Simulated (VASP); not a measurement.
# Al2O3 (R-3c) in VASP: a series of runs

The runs below take Al2O3 through single point, relaxation of cell and atoms, with r2SCAN.

All numbers are computed with VASP 6.6.1; they aren't measurements. Logs are shortened: lines on timing, memory, paths and dates and some standing lists are left out, and cuts for length are marked.

**What was measured.**

“Multi-petahertz electron interference in Cr:Al2O3 solid-state material”, 2018, pmc:5906618 quotes, for a bulk crystal of Al2O3: band gap 8.7 eV (optical).

The results are compared with them further down.

## (1) The cell of the first run

The structure is trigonal, space group R-3c (No. 167). The conventional cell has a = 4.759 Å, b = 4.759 Å, c = 12.995 Å, α = 90.00°, β = 90.00°, γ = 120.00°. Within 2.5 Å of Al (site symmetry 3) lie 6 O at 1.86 to 1.97 Å. Within 2.9 Å of O (site symmetry 2) lie 4 Al at 1.86 to 1.97 Å and 12 O at 2.53 to 2.87 Å.

## (2) Single point, r2SCAN

Contents of POSCAR:

```
Al2O3
1.0
    2.3795714515      1.3738462181      4.3316358120
   -2.3795714515      1.3738462181      4.3316358120
    0.0000000000     -2.7476924362      4.3316358120
Al O
4 6
Direct
    0.8519165699      0.8519165699      0.8519165699
    0.6480834301      0.6480834301      0.6480834301
    0.1480834301      0.1480834301      0.1480834301
    0.3519165699      0.3519165699      0.3519165699
    0.0563854984      0.4436145016      0.7500000000
    0.7500000000      0.0563854984      0.4436145016
    0.4436145016      0.7500000000      0.0563854984
    0.9436145016      0.5563854984      0.2500000000
    0.2500000000      0.9436145016      0.5563854984
    0.5563854984      0.2500000000      0.9436145016
```

Contents of INCAR.step1:

```
PREC     = Accurate       # precision mode
ENCUT    = 520            # plane-wave cutoff, eV
ISMEAR   = 0              # smearing method
SIGMA    = 0.05           # smearing width, eV
LREAL    = False          # projectors in reciprocal space
LASPH    = True           # aspherical terms in the spheres
NELM     = 80             # most SCF steps
NBANDS   = 35             # bands
GGA      = PE             # functional
ALGO     = Normal         # electronic algorithm
EDIFF    = 1E-4           # SCF threshold, eV
LWAVE    = True           # write WAVECAR
LCHARG   = False          # write CHGCAR
```

Contents of INCAR.step2:

```
PREC     = Accurate       # precision mode
ENCUT    = 520            # plane-wave cutoff, eV
EDIFF    = 1E-6           # SCF threshold, eV
ISMEAR   = 0              # smearing method
SIGMA    = 0.05           # smearing width, eV
LREAL    = False          # projectors in reciprocal space
LASPH    = True           # aspherical terms in the spheres
NELM     = 80             # most SCF steps
ALGO     = Normal         # electronic algorithm
ISIF     = 2              # what is computed and relaxed
LWAVE    = False          # write WAVECAR
LCHARG   = True           # write CHGCAR
METAGGA  = R2SCAN         # meta-GGA
LMIXTAU  = True         
LELF     = True           # ELF
LVHAR    = True         
NBANDS   = 35             # bands
ISTART   = 1
```

Contents of KPOINTS:

```
regular mesh
0
Gamma
  6 6 6
```

Potentials or basis: VASP PAW PBE potentials, release 64 (Al, O).

Command:

```
$ cat potpaw_PBE.64/Al/POTCAR potpaw_PBE.64/O/POTCAR > POTCAR
$ cp INCAR.step1 INCAR
$ mpirun -np 1 vasp_std > vasp.out
$ cp INCAR.step2 INCAR
$ mpirun -np 1 vasp_std > vasp.out
```

OUTCAR:

```text
PREC = Accurate
   ENCUT = 520
   EDIFF = 1E-6
   ISMEAR = 0
   LREAL = False
   LASPH = True
   NELM = 80
   ISIF = 2
   METAGGA = R2SCAN
   ISTART = 1

 ion  position               nearest neighbor table
   1  0.852  0.852  0.852-  10 1.86   8 1.86   9 1.86   5 1.97   6 1.97   7 1.97   2 2.65   3 2.79
                             3 2.79   3 2.79   2 3.22   2 3.22   2 3.22
   2  0.648  0.648  0.648-   9 1.86   8 1.86  10 1.86   5 1.97   7 1.97   6 1.97   1 2.65   4 2.79
                             4 2.79   4 2.79   1 3.22   1 3.22   1 3.22
   3  0.148  0.148  0.148-   7 1.86   5 1.86   6 1.86   8 1.97   9 1.97  10 1.97   4 2.65   1 2.79
                             1 2.79   1 2.79   4 3.22   4 3.22   4 3.22
   4  0.352  0.352  0.352-   6 1.86   5 1.86   7 1.86   8 1.97  10 1.97   9 1.97   3 2.65   2 2.79
                             2 2.79   2 2.79   3 3.22   3 3.22   3 3.22
   5  0.056  0.444  0.750-   3 1.86   4 1.86   1 1.97   2 1.97
   6  0.750  0.056  0.444-   4 1.86   3 1.86   1 1.97   2 1.97
   7  0.444  0.750  0.056-   3 1.86   4 1.86   2 1.97   1 1.97
   8  0.944  0.556  0.250-   1 1.86   2 1.86   3 1.97   4 1.97
   9  0.250  0.944  0.556-   2 1.86   1 1.86   3 1.97   4 1.97
  10  0.556  0.250  0.944-   1 1.86   2 1.86   4 1.97   3 1.97

  LATTYP: Found a trigonal (rhomboedric) cell.
 ALAT       =     5.1296084189
 COS(alpha) =     0.5696130756

  Lattice vectors:

 A1 = (   2.3795714515,   1.3738462181,   4.3316358120)
 A2 = (  -2.3795714515,   1.3738462181,   4.3316358120)
 A3 = (   0.0000000000,  -2.7476924362,   4.3316358120)

Analysis of symmetry for initial positions (statically):
=====================================================================
 Subroutine PRICEL returns:
 Original cell was already a primitive cell.

 Routine SETGRP: Setting up the symmetry group for a
 trigonal (rhombohedral) supercell.

 Subroutine GETGRP returns: Found 12 space group operations
 (whereof  6 operations were pure point group operations)
 out of a pool of 12 trial point group operations.

The static configuration has the point symmetry S_6 .
 The point group associated with its full space group is D_3d.

Analysis of symmetry for dynamics (positions and initial velocities):
=====================================================================
 Subroutine PRICEL returns:
 Original cell was already a primitive cell.

 Routine SETGRP: Setting up the symmetry group for a
 trigonal (rhombohedral) supercell.

 Subroutine GETGRP returns: Found 12 space group operations
 (whereof  6 operations were pure point group operations)
 out of a pool of 12 trial point group operations.

The dynamic configuration has the point symmetry S_6 .
 The point group associated with its full space group is D_3d.

 Subroutine INISYM returns: Found 12 space group operations
 (whereof  6 operations are pure point group operations),
 and found     1 'primitive' translations

----------------------------------------------------------------------------------------

                                     Primitive cell

  volume of cell :      84.9650

  direct lattice vectors                    reciprocal lattice vectors
     2.379571451  1.373846218  4.331635812     0.210121869  0.121313917  0.076953222
    -2.379571451  1.373846218  4.331635812    -0.210121869  0.121313917  0.076953222
     0.000000000 -2.747692436  4.331635812     0.000000000 -0.242627835  0.076953222

  length of vectors
     5.129608419  5.129608419  5.129608419     0.254538926  0.254538926  0.254538926

  position of ions in fractional coordinates (direct lattice)
     0.851916570  0.851916570  0.851916570
     0.648083430  0.648083430  0.648083430
     0.148083430  0.148083430  0.148083430
     0.351916570  0.351916570  0.351916570
     0.056385498  0.443614502  0.750000000
     0.750000000  0.056385498  0.443614502
     0.443614502  0.750000000  0.056385498
     0.943614502  0.556385498  0.250000000
     0.250000000  0.943614502  0.556385498
     0.556385498  0.250000000  0.943614502

  ion indices of the primitive-cell ions
   primitive index   ion index
                 1           1
                 2           2
                 3           3
                 4           4
                 5           5
                 6           6
                 7           7
                 8           8
                 9           9
                10          10

----------------------------------------------------------------------------------------

 KPOINTS: regular mesh

Automatic generation of k-mesh.
 Grid dimensions read from file:
 generate k-points for:    6    6    6

 Generating k-lattice:

  Cartesian coordinates                     Fractional coordinates (reciprocal lattice)
     0.035020311  0.020218986  0.012825537     0.166666667 -0.000000000 -0.000000000
    -0.035020311  0.020218986  0.012825537    -0.000000000  0.166666667 -0.000000000
     0.000000000 -0.040437972  0.012825537    -0.000000000 -0.000000000  0.166666667

  Length of vectors
     0.042423154  0.042423154  0.042423154

  Shift w.r.t. Gamma in fractional coordinates (k-lattice)
     0.000000000  0.000000000  0.000000000

 Subroutine IBZKPT returns following result:
 ===========================================

 Found     32 irreducible k-points:

 Following reciprocal coordinates:
            Coordinates               Weight
  0.000000  0.000000  0.000000      1.000000
  0.166667 -0.000000  0.000000      6.000000
  0.333333 -0.000000  0.000000      6.000000
  0.500000  0.000000  0.000000      3.000000
  0.166667  0.166667  0.000000      6.000000
  0.333333  0.166667  0.000000     12.000000
[... 16 lines left out ...]
  0.500000  0.500000  0.166667      6.000000
 -0.333333  0.500000  0.166667     12.000000
 [... further k-points ...]
   k-points           NKPTS =     32   k-points in BZ     NKDIM =     32   number of bands    NBANDS=     35
   number of dos      NEDOS =    301   number of ions     NIONS =     10
   total plane-waves  NPLWV =  64000
   dimension x,y,z NGX =    40 NGY =   40 NGZ =   40
   dimension x,y,z NGXF=    80 NGYF=   80 NGZF=   80
   ions per type =               4   6
   NGX,Y,Z   is equivalent  to a cutoff of  12.96, 12.96, 12.96 a.u.
   NGXF,Y,Z  is equivalent  to a cutoff of  25.93, 25.93, 25.93 a.u.
 SYSTEM =  unknown system
   PREC   = accura    normal or accurate (medium, high low for compatibility)
   ISTART =      1    job   : 0-new  1-cont  2-samecut
   ICHARG =      0    charge: 1-file 2-atom 10-const
   ISPIN  =      1    spin polarized calculation?
   LNONCOLLINEAR =      F non collinear calculations
   LSORBIT =      F    spin-orbit coupling
   LASPH  =      T    aspherical Exc in radial PAW
   ENCUT  =  520.0 eV  38.22 Ry    6.18 a.u.   9.54  9.54  9.54*2*pi/ulx,y,z
   NELM   =     80;   NELMIN=  2; NELMDL=  0     # of ELM steps
   EDIFF  = 0.1E-05   stopping-criterion for ELM
   LREAL  =      F    real-space projection
   EDIFFG = 0.1E-04   stopping-criterion for IOM
   NSW    =      0    number of steps for IOM
   IBRION =     -1    ionic relax: 0-MD 1-quasi-New 2-CG
   NFREE  =      0    steps in history (QN), initial steepest desc. (CG)
   ISIF   =      2    stress and relaxation
   ISYM   =      2    0-nonsym 1-usesym 2-fastsym
   POTIM  = 0.5000    time-step for ionic-motion
   TEBEG  =    0.0;   TEEND  =   0.0 temperature during run
   PSTRESS=    0.0 pullay stress
   NELECT =      48.0000    total number of electrons
   NUPDOWN=      -1.0000    fix difference up-down
   EMIN   =  10.00;   EMAX   =-10.00  energy-range for DOS
   EFERMI =   0.00;   METHOD = LEGACY
   ISMEAR =     0;   SIGMA  =   0.05  broadening in eV -4-tet -1-fermi 0-gaus
   EFERMI_NEDOS =   21; number of points for ismear=-14 and -15
   IALGO  =     38    algorithm
   IMIX   =      4    mixing-type and parameters
     AMIX     =   0.40;   BMIX     =  1.00
     AMIX_MAG =   1.60;   BMIX_MAG =  1.00
  volume/ion in A,a.u.               =       8.50        57.34
  Fermi-wavevector in a.u.,A,eV,Ry     =   1.353345  2.557451 24.919655  1.831543
  Thomas-Fermi vector in A             =   2.480608
   LORBIT       =      0    0 simple, 1 ext, 2 COOP (PROOUT), +10 PAW based schemes
   METAGGA = R2SCAN    functional components
   LHFCALC =     F    Hartree Fock is set to
   AEXX    =    0.0000 exact exchange contribution
   IVDW    =     0    specifies the selected vdW correction
   LEPSILON=     F    determine dielectric tensor
   LRPA    =     F    only Hartree local field effects (RPA)
 non-spin polarized calculation
 Gauss-broadening in eV      SIGMA  =   0.05
  energy-cutoff  :      520.00
  volume of cell :       84.96
 maximum number of plane-waves:      2308
 NGX is ok and might be reduce to    40
   NGX = 19   NGY = 19   NGZ = 19

 number of electron      48.0000013 magnetization

 Free energy of the ion-electron system (eV)
  ---------------------------------------------------
  ext. energy  EPLUGINS =         0.00000000
  ---------------------------------------------------
  free energy    TOTEN  =       -96.26956681 eV

  energy without entropy =      -96.26956681  energy(sigma->0) =      -96.26956681

 E-fermi :   5.9569     XC(G=0): -12.2303

 val. band max:        5.7395539794   @ k =   0.0000   0.0000   0.0000
 cond. band min:      12.8922673210   @ k =   0.0000   0.0000   0.0000
 fundamental gap:      7.1527133416
 Fermi energy:         5.9569101397

 k-point     1 :       0.0000    0.0000    0.0000
  band No.  band energies     occupation
      1     -14.4652      2.00000
      2     -12.1739      2.00000
      3     -11.8987      2.00000
      4     -11.8987      2.00000
      5     -11.5900      2.00000
      6     -11.5900      2.00000
[... 27 lines left out ...]
     34      20.6418      0.00000
     35      21.5871      0.00000

 k-point     2 :       0.1667   -0.0000    0.0000
  band No.  band energies     occupation
      1     -14.3222      2.00000
      2     -12.2454      2.00000
      3     -11.9759      2.00000
      4     -11.9255      2.00000
      5     -11.6553      2.00000
      6     -11.5995      2.00000
[... 27 lines left out ...]
     34      19.8917      0.00000
     35      21.2468      0.00000
[... 796 lines left out ...]
     34      20.2295      0.00000
     35      20.6636      0.00000

 k-point    24 :      -0.3333    0.5000    0.1667
  band No.  band energies     occupation
      1     -13.1740      2.00000
      2     -12.8064      2.00000
      3     -12.5535      2.00000
      4     -12.3405      2.00000
      5     -11.7680      2.00000
      6     -11.5667      2.00000
[... 27 lines left out ...]
     34      20.2576      0.00000
     35      20.4534      0.00000

 [... further k-points ...]
[... 5 lines left out ...]
  --------------------------------------------------------------------------------------
  -------------------------------------------------------------------------------------
  Total       -0.2676956     -0.2676956     -0.2953700      0.0000000     -0.0000000      0.0000000
  in kB       -5.0479113     -5.0479113     -5.5697657      0.0000000     -0.0000000      0.0000000
  external PRESSURE =      -5.2218628 kB  Pullay stress =       0.0000000 kB

 VOLUME and BASIS-vectors are now :
 -----------------------------------------------------------------------------
  energy-cutoff  :      520.00
  volume of cell :       84.96
      direct lattice vectors                 reciprocal lattice vectors
     2.379571451  1.373846218  4.331635812     0.210121869  0.121313917  0.076953222
    -2.379571451  1.373846218  4.331635812    -0.210121869  0.121313917  0.076953222
     0.000000000 -2.747692436  4.331635812     0.000000000 -0.242627835  0.076953222

 POSITION                                       TOTAL-FORCE (eV/Angst)
 -----------------------------------------------------------------------------------
      0.00000      0.00000     11.07058        -0.000000      0.000000     -0.019729
      0.00000      0.00000      8.42178        -0.000000      0.000000      0.019729
      0.00000      0.00000      1.92433        -0.000000      0.000000      0.019729
      0.00000      0.00000      4.57312        -0.000000      0.000000     -0.019729
     -0.92144     -1.37385      5.41454        -0.015348      0.000000      0.000000
      1.65051     -0.11107      5.41454         0.007674     -0.013292      0.000000
     -0.72907      1.48491      5.41454         0.007674      0.013292      0.000000
      0.92144      1.37385      7.58036         0.015348      0.000000      0.000000
     -1.65051      0.11107      7.58036        -0.007674      0.013292      0.000000
      0.72907     -1.48491      7.58036        -0.007674     -0.013292      0.000000
 -----------------------------------------------------------------------------------
    total drift:                               -0.000000      0.000000      0.000000

  FREE ENERGIE OF THE ION-ELECTRON SYSTEM (eV)
  ---------------------------------------------------
  free  energy   TOTEN  =       -96.2695668057 eV

  energy  without entropy=      -96.2695668057  energy(sigma->0) =      -96.26956681
```

Wall time 9.2 min (1 thread of Intel Xeon 8259CL, shared host); peak memory 0.29 GiB.

Results:

| Property | Result |
| --- | --- |
| Free energy | -96.2696 eV |
| Pressure | -0.5 GPa |
| Largest force | 0.020 eV/Å |
| Band gap on the k mesh | 7.15 eV |

Forces on the atoms (eV/Å):
```
Al   0.000  0.000 -0.020
Al   0.000  0.000  0.020
Al   0.000  0.000  0.020
Al   0.000  0.000 -0.020
O   -0.015  0.000  0.000
O    0.008 -0.013  0.000
O    0.008  0.013  0.000
O    0.015  0.000  0.000
O   -0.008  0.013  0.000
O   -0.008 -0.013  0.000
```

Caveat: the PAW data sets were made with another functional, which shifts forces and pressure a little.

[end of part 1 of 3]
